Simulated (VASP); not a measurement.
Set up this calculation in VASP 6.6.1, as the native input.

* Task: single point
* Functional: LDA
* Potentials or basis: VASP PAW LDA potentials, release 64 (La)
* Cutoff: 520 eV
* k mesh: 10 × 10 × 3
* Occupations: gaussian, width 1 eV
* Spin: no spin polarisation
* Dipole correction: no
* Further INCAR settings: ALGO = Normal; EDIFF = 1e-07; NBANDS = 30

The structure of La lies in POSCAR:

```
La
1.0
    3.5996230182      0.0000000000      0.0000000000
   -1.7998115091      3.1173649778      0.0000000000
    0.0000000000      0.0000000000     11.5524372057
La
4
Direct
    0.0000000000      1.0000000000      0.0000000000
    1.0000000000      1.0000000000      0.5000000000
    0.3333333333      0.6666666667      0.7500000000
    0.6666666667      0.3333333333      0.2500000000
```

The input as run:

INCAR

```
SYSTEM = La
PREC = Accurate
ENCUT = 520
EDIFF = 1E-7
ISMEAR = 0
SIGMA = 1.0
LREAL = .FALSE.
LASPH = .TRUE.
NELM = 100
ALGO = Normal
ISIF = 2
LWAVE = .FALSE.
LCHARG = .FALSE.
GGA = CA
NBANDS = 30
```

KPOINTS

```
Automatic mesh
0
G
  10 10 3
  0 0 0
```

Potentials or basis: VASP PAW LDA potentials, release 64 (La).

Run with:

```sh
$ cat potpaw_LDA.64/La/POTCAR > POTCAR
$ mpirun -np 1 vasp_std > vasp.out
```

It gave:

```yaml
Pressure: 1.4 GPa
Band_gap_on_the_k_mesh: zero (bands 22 and 23 overlap by 1.18 eV)
```

Caveat: the highest band is partly filled, so the run has too few bands; so wide a smearing shifts energies and pressures; spin-orbit coupling is left out, which moves the levels of the heavy elements.

Run time: 4.8 min on 1 thread of Intel(R) Xeon(R) 6975P-C (Granite Rapids) (shared host), peak memory 0.28 GiB.
